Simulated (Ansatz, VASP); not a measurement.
In: VASP beside Ansatz

File INCAR:

```
SYSTEM = In
PREC     = Accurate       ! precision mode
ENCUT    = 520            ! plane-wave cutoff, eV
EDIFF    = 1E-6           ! SCF threshold, eV
ISMEAR   = -1             ! smearing method
SIGMA    = 0.1            ! smearing width, eV
LREAL    = .False.        ! projectors in reciprocal space
LASPH    = .True.         ! aspherical terms in the spheres
NELM     = 80             ! most SCF steps
ALGO     = Normal         ! electronic algorithm
ISIF     = 2              ! what is computed and relaxed
LWAVE    = .False.        ! write WAVECAR
LCHARG   = .False.        ! write CHGCAR
GGA      = PE             ! functional
NBANDS   = 12             ! bands
```

File KPOINTS:

```
regular mesh
0
Gamma
  10 10 10
  0 0 0
```

Contents of POSCAR:

```
In
1.0
   -1.6308702722      1.6308702722      2.4819183328
    1.6308702722     -1.6308702722      2.4819183328
    1.6308702722      1.6308702722     -2.4819183328
In
1
Direct
    0.0000000000      0.0000000000      0.0000000000
```

Input for Ansatz:

```yaml
crystal:
  lattice:
    - [-1.6308702722291597, 1.6308702722291597, 2.481918332798066]
    - [1.6308702722291597, -1.6308702722291597, 2.481918332798066]
    - [1.6308702722291597, 1.6308702722291597, -2.481918332798066]
  atoms:
    - { symbol: In, position: [0.0, 0.0, 0.0] }
basis:
  ecutwfc: 489.804952427784
kpoints:
  mp_grid:
    grid: [10, 10, 10]
hamiltonian:
  xc: pbe
scf:
  occupations:
    method: fermi_dirac
output:
  stress: true
```

Alike in both runs: task single point; functional PBE; k mesh 10 × 10 × 10; no spin polarisation.

```csv
,VASP,Ansatz
version,VASP 6.6.1,Ansatz 0.2.0
potentials or method,"VASP PAW PBE potentials, release 64 (In_d), cutoff 520 eV","plane waves, PAW"
occupations,"fermi-dirac, width 0.1 eV",fermi-dirac
valence electrons in the cell,13,13
```

```csv
,VASP,Ansatz,Ansatz less VASP
pressure (GPa),1.5,1.6,+0.03
"traceless stress, the component that is largest in VASP (GPa)",-1.43,-1.43,+0.001
```
